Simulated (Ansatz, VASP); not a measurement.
## Two plane-wave programs on HfN

Contents of POSCAR:

```
HfN
1.0
    2.8250300000      0.0000000000      0.0000000000
    0.0000000000      2.8250300000      0.0000000000
    0.0000000000      0.0000000000      2.8250300000
Hf N
1 1
Direct
    0.5000000000      0.5000000000      0.5000000000
    0.0000000000      0.0000000000      0.0000000000
```

INCAR.step1

```
PREC = Accurate
ENCUT = 520
EDIFF = 1E-5
ISMEAR = -1
SIGMA = 0.05
LREAL = False
LASPH = True
NELM = 60
ALGO = Normal
ISIF = 2
LWAVE = True
LCHARG = False
NBANDS = 14
GGA = PE
```

Contents of INCAR.step2:

```
PREC = Accurate
ENCUT = 520
EDIFF = 1E-7
ISMEAR = -1
SIGMA = 0.05
LREAL = False
LASPH = True
NELM = 60
ALGO = Normal
ISIF = 2
LWAVE = False
LCHARG = False
GGA = PE
LHFCALC = True
HFSCREEN = 0.2079
PRECFOCK = Normal
NBANDS = 14
ISTART = 1
```

The input KPOINTS:

```
Automatic mesh
0
Gamma
  5 5 5
```

File input:

```
crystal:
  lattice:
    - [2.82503, 0.0, 0.0]
    - [0.0, 2.82503, 0.0]
    - [0.0, 0.0, 2.82503]
  atoms:
    - { symbol: Hf, position: [0.5, 0.5, 0.5] }
    - { symbol: "N", position: [0.0, 0.0, 0.0] }
hamiltonian:
  xc: hse06
  pseudopotentials: { kind: paw }
kpoints:
  mp_grid: { grid: [5, 5, 5] }
  band_path:
    path:
      - [[0.0, 0.0, 0.0], [0.0, 0.5, 0.0], [0.5, 0.5, 0.0], [0.0, 0.0, 0.0], [0.5, 0.5, 0.5], [0.0, 0.5, 0.0]]
      - [[0.5, 0.5, 0.0], [0.5, 0.5, 0.5]]
    npoints: 4
scf:
  occupations: { method: fermi_dirac, width: 0.05 }
  n_extra_bands: 6
output:
  forces: true
  stress: true
  eigenvalues: true
  fatbands: false
```

Alike in both runs: functional HSE06; k mesh 5 × 5 × 5; occupations fermi-dirac, width 0.05 eV; no spin polarisation.

```csv
,VASP,Ansatz
version,VASP 6.6.1,Ansatz 0.2.0
potentials or method,"VASP PAW PBE potentials, release 64 (Hf_pv, N)",Ansatz PAW
plane-wave cutoff (eV),520,420
valence electrons in the cell,15,31
task,single point,band structure
```

Ansatz gave:

- gap on the k mesh at the Fermi level (eV): none
- pressure (GPa): -6.8

Q: Estimate VASP's values.

A: gap on the k mesh at the Fermi level (eV): none; pressure (GPa): -11.1.

A gap of «none» marks a metal or a gap that the smearing closes. One of these differences is far larger than is usual between the two programs; its cause wasn't traced. VASP's potentials hold 15 valence electrons a cell and Ansatz's 31, so a difference there can come from the potentials and not from the codes.

The k mesh is coarse, so the values compare programs but aren't converged. Neither program's run includes spin-orbit coupling.
